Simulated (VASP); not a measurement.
Runs of VASP 6.6.1 on W. The structure is that of space group Pm-3m (No. 221), or close to it. The cells are those of the table. This isn't the form of W at room conditions, which is bcc.

```csv
task,cell,k mesh,cutoff (eV),gap on the mesh (eV),pressure (GPa)
single point,"a = 2.638 Å, 1 atom",12 × 12 × 12,520,none,0.5
single point,"a = 2.602 Å, 1 atom",19 × 19 × 19,520,none,(b)
single point,"a = 2.672 Å, 1 atom",19 × 19 × 19,520,none,(c)
single point,"a = 2.638 Å, 1 atom",19 × 19 × 19,520,none,1.1
single point,"a = 2.706 Å, 1 atom",19 × 19 × 19,520,none,-13.4
relaxation of cell and atoms,"relaxed from a = 2.577 Å, 1 atom",12 × 12 × 12,600,none,0.1
single point,"a = 2.528 Å, 1 atom",19 × 19 × 19,520,none,37.9
single point,"a = 2.739 Å, 1 atom",19 × 19 × 19,520,none,(a)
single point,"a = 2.565 Å, 1 atom",19 × 19 × 19,520,none,23.1
```

Alike in all rows: level PBE; potentials or basis VASP PAW PBE potentials, release 64 (W_sv); no spin polarisation; smearing fermi-dirac 0.1 eV.

Question: Fill in the values left out.

Answer: (a) -18.7; (b) 11.0; (c) -6.9.

Caveats: spin-orbit coupling is left out, which moves the levels of the heavy elements; the cell stands under pressure (at least some runs); the cell stands under tension (at least some runs).

A k mesh can miss the band edges, and the runs leave out spin-orbit coupling on W.

A gap of «none» marks levels without a gap at the run's occupations.
